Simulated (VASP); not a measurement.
CsCl:

```
Cs Cl
1.0
     4.35898    0.00000    0.00000
     0.00000    4.35898    0.00000
     0.00000    0.00000    4.35898
Cs Cl
1 1
Direct
  0.00000 0.00000 0.00000
  0.50000 0.50000 0.50000
```

This cell differs from its parent crystal: strain +5.4%.

Program: VASP 6.6.1. Alike in all runs: task single point; potentials or basis VASP PAW PBE potentials, release 64 (Cs_sv, Cl); no spin polarisation; cell as given. Hardware: 1 thread of Intel(R) Xeon(R) Platinum 8488C (Sapphire Rapids), with other jobs on the host.

Problem. Order these runs on this cell by their wall time, lowest first.
A. level r2SCAN; k mesh 6 × 6 × 6; cutoff (eV) 550; smearing gaussian 0.01 eV
B. level HSE06; k mesh 4 × 4 × 4; cutoff (eV) 400; smearing gaussian 0.01 eV; grid for exact exchange (PRECFOCK) Normal; screening parameter 0.2079 1/Å
C. level PBE; k mesh 6 × 6 × 6; cutoff (eV) 500; smearing fermi-dirac 0.02 eV

Solution. C (8.9 s), A (61 s), B (210 s).
